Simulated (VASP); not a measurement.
# ZnS in VASP: notebook

Runs on ZnS. Level: PBE. Tasks: electric field gradients.

Everything below comes from runs of VASP 6.6.1. Logs are shortened: lines on timing, memory, paths and dates and some standing lists are left out, and cuts for length are marked.

**1. The cell of the first run**

The structure is tetragonal, space group I-4m2 (No. 119). Conventional cell: a = 3.863 Å, b = 3.863 Å, c = 5.409 Å, α = 90.00°, β = 90.00°, γ = 90.00°. Zn (site symmetry -4m2) has 4 S at 2.36 Å within 3.1 Å. S (site symmetry -4m2) has 4 Zn at 2.36 Å within 3.1 Å.

**2. Electric field gradients, PBE (equal xx and yy strain of +1 %)**

INCAR

```
SYSTEM = ZnS
PREC = Accurate ; ENCUT = 520
EDIFF = 1E-8 ; ISMEAR = -1
SIGMA = 0.01 ; LREAL = .FALSE.
LASPH = .TRUE. ; NELM = 60
ALGO = Normal ; ISIF = 2
LWAVE = .FALSE. ; LCHARG = .FALSE.
GGA = PE ; LEFG = .TRUE.
NBANDS = 16
```

KPOINTS

```
Automatic mesh
0
G
  8 8 8
  0 0 0
```

POSCAR

```
ZnS
1.0
    0.0000000000      2.7316965000      2.7046500000
    2.7316965000      0.0000000000      2.7046500000
    2.7316965000      2.7316965000      0.0000000000
Zn S
1 1
Direct
    0.0000000000      0.0000000000      0.0000000000
    0.7500000000      0.7500000000      0.7500000000
```

Potentials or basis: VASP PAW PBE potentials, release 64 (Zn, S).

Run with:

```bash
$ cat potpaw_PBE.64/Zn/POTCAR potpaw_PBE.64/S/POTCAR > POTCAR
$ mpirun -np 1 vasp_std > vasp.out
```

OUTCAR:

```text
SYSTEM = ZnS
   PREC = Accurate
   ENCUT = 520
   EDIFF = 1E-8
   ISMEAR = -1
   LREAL = .FALSE.
   LASPH = .TRUE.
   NELM = 60
   ISIF = 2
   GGA = PE

 ion  position               nearest neighbor table
   1  0.000  0.000  0.000-   2 2.36   2 2.36   2 2.36   2 2.36
   2  0.750  0.750  0.750-   1 2.36   1 2.36   1 2.36   1 2.36

  LATTYP: Found a body centered tetragonal cell.
 ALAT       =     3.8632022386
 C/A-ratio  =     1.4002114479

  Lattice vectors:

 A1 = (   0.0000000000,  -2.7316965000,  -2.7046500000)
 A2 = (   0.0000000000,   2.7316965000,  -2.7046500000)
 A3 = (   2.7316965000,   0.0000000000,   2.7046500000)

Analysis of symmetry for initial positions (statically):
=====================================================================
 Subroutine PRICEL returns:
 Original cell was already a primitive cell.

 Routine SETGRP: Setting up the symmetry group for a
 body centered tetragonal supercell.

 Subroutine GETGRP returns: Found  8 space group operations
 (whereof  8 operations were pure point group operations)
 out of a pool of 16 trial point group operations.

The static configuration has the point symmetry D_2d.

Analysis of symmetry for dynamics (positions and initial velocities):
=====================================================================
 Subroutine PRICEL returns:
 Original cell was already a primitive cell.

 Routine SETGRP: Setting up the symmetry group for a
 body centered tetragonal supercell.

 Subroutine GETGRP returns: Found  8 space group operations
 (whereof  8 operations were pure point group operations)
 out of a pool of 16 trial point group operations.

The dynamic configuration has the point symmetry D_2d.

 Subroutine INISYM returns: Found  8 space group operations
 (whereof  8 operations are pure point group operations),
 and found     1 'primitive' translations

----------------------------------------------------------------------------------------

                                     Primitive cell

  volume of cell :      40.3651

  direct lattice vectors                    reciprocal lattice vectors
     0.000000000  2.731696500  2.704650000    -0.183036439  0.183036439  0.184866803
     2.731696500  0.000000000  2.704650000     0.183036439 -0.183036439  0.184866803
     2.731696500  2.731696500  0.000000000     0.183036439  0.183036439 -0.184866803

  length of vectors
     3.844125049  3.844125049  3.863202239     0.318088684  0.318088684  0.318088684

  position of ions in fractional coordinates (direct lattice)
     0.000000000  0.000000000  0.000000000
     0.750000000  0.750000000  0.750000000

  ion indices of the primitive-cell ions
   primitive index   ion index
                 1           1
                 2           2

----------------------------------------------------------------------------------------

 KPOINTS: Automatic mesh

Automatic generation of k-mesh.
 Grid dimensions read from file:
 generate k-points for:    8    8    8

 Generating k-lattice:

  Cartesian coordinates                     Fractional coordinates (reciprocal lattice)
    -0.022879555  0.022879555  0.023108350     0.125000000  0.000000000  0.000000000
     0.022879555 -0.022879555  0.023108350     0.000000000  0.125000000  0.000000000
     0.022879555  0.022879555 -0.023108350     0.000000000  0.000000000  0.125000000

  Length of vectors
     0.039761086  0.039761086  0.039761086

  Shift w.r.t. Gamma in fractional coordinates (k-lattice)
     0.000000000  0.000000000  0.000000000

 Subroutine IBZKPT returns following result:
 ===========================================

 Found     59 irreducible k-points:

 Following reciprocal coordinates:
            Coordinates               Weight
  0.000000  0.000000  0.000000      1.000000
  0.125000  0.000000  0.000000      8.000000
  0.250000  0.000000  0.000000      8.000000
  0.375000 -0.000000  0.000000      8.000000
  0.500000  0.000000  0.000000      4.000000
  0.125000  0.125000  0.000000      2.000000
[... 16 lines left out ...]
  0.250000  0.000000  0.125000     16.000000
  0.375000  0.000000  0.125000     16.000000
 [... further k-points ...]
   k-points           NKPTS =     59   k-points in BZ     NKDIM =     59   number of bands    NBANDS=     16
   number of dos      NEDOS =    301   number of ions     NIONS =      2
   total plane-waves  NPLWV =  27000
   dimension x,y,z NGX =    30 NGY =   30 NGZ =   30
   dimension x,y,z NGXF=    60 NGYF=   60 NGZF=   60
   ions per type =               1   1
   NGX,Y,Z   is equivalent  to a cutoff of  12.97, 12.97, 12.91 a.u.
   NGXF,Y,Z  is equivalent  to a cutoff of  25.95, 25.95, 25.82 a.u.
 SYSTEM =  ZnS
   PREC   = accura    normal or accurate (medium, high low for compatibility)
   ISTART =      0    job   : 0-new  1-cont  2-samecut
   ICHARG =      2    charge: 1-file 2-atom 10-const
   ISPIN  =      1    spin polarized calculation?
   LNONCOLLINEAR =      F non collinear calculations
   LSORBIT =      F    spin-orbit coupling
   LASPH  =      T    aspherical Exc in radial PAW
   ENCUT  =  520.0 eV  38.22 Ry    6.18 a.u.   7.15  7.15  7.18*2*pi/ulx,y,z
   NELM   =     60;   NELMIN=  2; NELMDL= -5     # of ELM steps
   EDIFF  = 0.1E-07   stopping-criterion for ELM
   LREAL  =      F    real-space projection
   EDIFFG = 0.1E-06   stopping-criterion for IOM
   NSW    =      0    number of steps for IOM
   IBRION =     -1    ionic relax: 0-MD 1-quasi-New 2-CG
   NFREE  =      0    steps in history (QN), initial steepest desc. (CG)
   ISIF   =      2    stress and relaxation
   ISYM   =      2    0-nonsym 1-usesym 2-fastsym
   POTIM  = 0.5000    time-step for ionic-motion
   TEBEG  =    0.0;   TEEND  =   0.0 temperature during run
   PSTRESS=    0.0 pullay stress
   NELECT =      18.0000    total number of electrons
   NUPDOWN=      -1.0000    fix difference up-down
   EMIN   =  10.00;   EMAX   =-10.00  energy-range for DOS
   EFERMI =   0.00;   METHOD = LEGACY
   ISMEAR =    -1;   SIGMA  =   0.01  broadening in eV -4-tet -1-fermi 0-gaus
   EFERMI_NEDOS =   21; number of points for ismear=-14 and -15
   IALGO  =     38    algorithm
   IMIX   =      4    mixing-type and parameters
     AMIX     =   0.40;   BMIX     =  1.00
     AMIX_MAG =   1.60;   BMIX_MAG =  1.00
  volume/ion in A,a.u.               =      20.18       136.20
  Fermi-wavevector in a.u.,A,eV,Ry     =   1.250730  2.363538 21.283952  1.564326
  Thomas-Fermi vector in A             =   2.384711
   LORBIT       =      0    0 simple, 1 ext, 2 COOP (PROOUT), +10 PAW based schemes
   GGA     = PE    functional components
   LHFCALC =     F    Hartree Fock is set to
   AEXX    =    0.0000 exact exchange contribution
   IVDW    =     0    specifies the selected vdW correction
   LEPSILON=     F    determine dielectric tensor
   LRPA    =     F    only Hartree local field effects (RPA)
 non-spin polarized calculation
  energy-cutoff  :      520.00
  volume of cell :       40.37
 maximum number of plane-waves:      1106
 NGX is ok and might be reduce to    30
   NGX = 15   NGY = 15   NGZ = 15

 number of electron      18.0000008 magnetization

 Free energy of the ion-electron system (eV)
  ---------------------------------------------------
  ext. energy  EPLUGINS =         0.00000000
  ---------------------------------------------------
  free energy    TOTEN  =        -6.85205508 eV

  energy without entropy =       -6.85205508  energy(sigma->0) =       -6.85205508

 E-fermi :   2.1252     XC(G=0):  -9.5229

 val. band max:        1.9188065639   @ k =   0.0000   0.0000   0.0000
 cond. band min:       3.9111293949   @ k =   0.0000   0.0000   0.0000
 fundamental gap:      1.9923228310
 Fermi energy:         2.1252011868

 k-point     1 :       0.0000    0.0000    0.0000
  band No.  band energies     occupation
      1     -11.0869      2.00000
      2      -4.3560      2.00000
      3      -4.3560      2.00000
      4      -4.3503      2.00000
      5      -3.8840      2.00000
      6      -3.8816      2.00000
[... 8 lines left out ...]
     15      13.6271      0.00000
     16      13.7243      0.00000

 k-point     2 :       0.1250    0.0000    0.0000
  band No.  band energies     occupation
      1     -10.9748      2.00000
      2      -4.3514      2.00000
      3      -4.3362      2.00000
      4      -4.3317      2.00000
      5      -3.8852      2.00000
      6      -3.8834      2.00000
[... 8 lines left out ...]
     15      13.1093      0.00000
     16      14.4360      0.00000

 k-point     3 :       0.2500    0.0000    0.0000
  band No.  band energies     occupation
      1     -10.6826      2.00000
      2      -4.3004      2.00000
      3      -4.2930      2.00000
      4      -4.2869      2.00000
      5      -3.8812      2.00000
      6      -3.8812      2.00000
[... 8 lines left out ...]
     15      12.8718      0.00000
     16      14.0444      0.00000

 k-point     4 :       0.3750   -0.0000    0.0000
  band No.  band energies     occupation
      1     -10.3523      2.00000
      2      -4.2590      2.00000
      3      -4.2521      2.00000
      4      -4.0826      2.00000
      5      -3.8666      2.00000
      6      -3.8641      2.00000
[... 8 lines left out ...]
     15      13.9291      0.00000
     16      13.9477      0.00000

 k-point     5 :       0.5000    0.0000    0.0000
  band No.  band energies     occupation
      1     -10.2012      2.00000
      2      -4.2484      2.00000
      3      -4.2407      2.00000
      4      -3.8564      2.00000
      5      -3.8524      2.00000
      6      -3.6877      2.00000
[... 8 lines left out ...]
     15      15.2055      0.00000
     16      15.2834      0.00000

 k-point     6 :       0.1250    0.1250    0.0000
  band No.  band energies     occupation
      1     -10.9357      2.00000
      2      -4.3674      2.00000
      3      -4.3189      2.00000
      4      -4.3189      2.00000
      5      -3.8967      2.00000
      6      -3.8733      2.00000
[... 8 lines left out ...]
     15      13.7559      0.00000
     16      14.9518      0.00000
[... 267 lines left out ...]
 k-point    21 :       0.5000    0.5000    0.0000
  band No.  band energies     occupation
      1      -9.8930      2.00000
      2      -4.3607      2.00000
      3      -4.0308      2.00000
      4      -4.0308      2.00000
      5      -3.8107      2.00000
      6      -3.6646      2.00000
[... 8 lines left out ...]
     15      15.5564      0.00000
     16      16.3512      0.00000

 k-point    22 :       0.1250    0.0000    0.1250
  band No.  band energies     occupation
      1     -10.9382      2.00000
      2      -4.3722      2.00000
      3      -4.3189      2.00000
      4      -4.3126      2.00000
      5      -3.8989      2.00000
      6      -3.8720      2.00000
[... 8 lines left out ...]
     15      13.8660      0.00000
     16      14.9073      0.00000

 k-point    23 :       0.2500    0.0000    0.1250
  band No.  band energies     occupation
      1     -10.7060      2.00000
      2      -4.3594      2.00000
      3      -4.2720      2.00000
      4      -4.2649      2.00000
      5      -3.9060      2.00000
      6      -3.8627      2.00000
[... 8 lines left out ...]
     15      13.8305      0.00000
     16      15.4943      0.00000

 k-point    24 :       0.3750    0.0000    0.1250
  band No.  band energies     occupation
      1     -10.3837      2.00000
      2      -4.2832      2.00000
      3      -4.2276      2.00000
      4      -4.1626      2.00000
      5      -3.8813      2.00000
      6      -3.8520      2.00000
[... 8 lines left out ...]
     15      14.5392      0.00000
     16      14.9013      0.00000

 [... further k-points ...]
[... 5 lines left out ...]
  --------------------------------------------------------------------------------------
  -------------------------------------------------------------------------------------
  Total       -0.0102179     -0.0102179      0.0900705      0.0000000     -0.0000000      0.0000000
  in kB       -0.4055696     -0.4055696      3.5750934      0.0000000     -0.0000000      0.0000000
  external PRESSURE =       0.9213181 kB  Pullay stress =       0.0000000 kB

 VOLUME and BASIS-vectors are now :
 -----------------------------------------------------------------------------
  energy-cutoff  :      520.00
  volume of cell :       40.37
      direct lattice vectors                 reciprocal lattice vectors
     0.000000000  2.731696500  2.704650000    -0.183036439  0.183036439  0.184866803
     2.731696500  0.000000000  2.704650000     0.183036439 -0.183036439  0.184866803
     2.731696500  2.731696500  0.000000000     0.183036439  0.183036439 -0.184866803

 POSITION                                       TOTAL-FORCE (eV/Angst)
 -----------------------------------------------------------------------------------
      0.00000      0.00000      0.00000        -0.000000     -0.000000     -0.000000
      4.09754      4.09754      4.05697         0.000000      0.000000      0.000000
 -----------------------------------------------------------------------------------
    total drift:                                0.000000      0.000000     -0.000000

  FREE ENERGIE OF THE ION-ELECTRON SYSTEM (eV)
  ---------------------------------------------------
  free  energy   TOTEN  =        -6.8520550774 eV

  energy  without entropy=       -6.8520550774  energy(sigma->0) =       -6.85205508

 Electric field gradients (V/A^2)
---------------------------------------------------------------------
 ion       V_xx      V_yy      V_zz      V_xy      V_xz      V_yz
---------------------------------------------------------------------
   1      -0.863    -0.863     1.726     0.004     0.004     0.004
   2       0.997     0.997    -1.994    -0.000    -0.000    -0.000
---------------------------------------------------------------------

 Electric field gradients after diagonalization (V/A^2)
 (convention: |V_zz| > |V_xx| > |V_yy|)
----------------------------------------------------------------------
 ion       V_xx      V_yy      V_zz     asymmetry (V_yy - V_xx)/ V_zz
----------------------------------------------------------------------
   1      -0.867    -0.859     1.726       0.004
   2       0.997     0.997    -1.994       0.000
----------------------------------------------------------------------

           NMR quadrupolar parameters

 Cq : quadrupolar parameter    Cq=e*Q*V_zz/h
 eta: asymmetry parameters     (V_yy - V_xx)/ V_zz
 Q  : nuclear electric quadrupole moment in mb (millibarn)
----------------------------------------------------------------------
 ion       Cq(MHz)       eta       Q (mb)
----------------------------------------------------------------------
   1       0.004       0.004       1.000
   2      -0.005       0.000       1.000
----------------------------------------------------------------------
```

Run time: 43 s. Hardware: 1 thread of Intel Xeon 8259CL, shared host; peak memory 0.19 GiB.

What came out:

```
Free energy                             : -6.8521 eV
Pressure                                : 0.1 GPa
Band gap on the k mesh                  : 1.99 eV
Largest electric field gradient by atom : Zn +1.7; S -2.0 V/Å²
```

Stress tensor (GPa, compression positive):
```
-0.04  0.00  0.00
 0.00 -0.04  0.00
 0.00  0.00  0.36
```

Electric field gradients, principal values (V/Å²):
```
atom   least  middle  greatest (by size)
1 Zn  -0.859  -0.867               1.726
 2 S   0.997   0.997              -1.994
```

Caveat: the cell differs from its parent crystal (equal xx and yy strain of +1 %); without QUAD_EFG the Cq values of the log hold for a quadrupole moment of 1 mb, not for the nuclei.

(Continued in part 2 of 2.)
